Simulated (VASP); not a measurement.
A run of VASP 6.6.1 is set up as follows.

INCAR

```
  PREC = Accurate
  ENCUT = 520
  EDIFF = 1E-7
  ISMEAR = 0
  SIGMA = 0.1
  LREAL = F
  LASPH = T
  NELM = 100
  ALGO = Normal
  ISIF = 2
  LWAVE = F
  LCHARG = F
  GGA = PE
  NBANDS = 9
```

KPOINTS

```
regular mesh
0
Gamma
  12 12 6
```

POSCAR

```
Be
1.0
    1.9735924544      0.0000000000      0.0000000000
   -0.9867962272      1.7091812022      0.0000000000
    0.0000000000      0.0000000000      3.1459262728
Be
2
Direct
    0.3333333333      0.6666666667      0.2500000000
    0.6666666667      0.3333333333      0.7500000000
```

Potentials or basis: VASP PAW PBE potentials, release 64 (Be).

The run is started by

```bash
$ cat potpaw_PBE.64/Be/POTCAR > POTCAR
$ mpirun -np 1 vasp_std > vasp.out
```

Q: Predict the band gap on the k mesh.

A: Zero (band 2 reaches 11.73 eV, above the bottom of band 3 at 9.37 eV).

Q: Predict the pressure.

A: 95.2 GPa.

Stress tensor (GPa, compression positive):
```
94.84  0.00  0.00
 0.00 94.84  0.00
 0.00  0.00 95.85
```
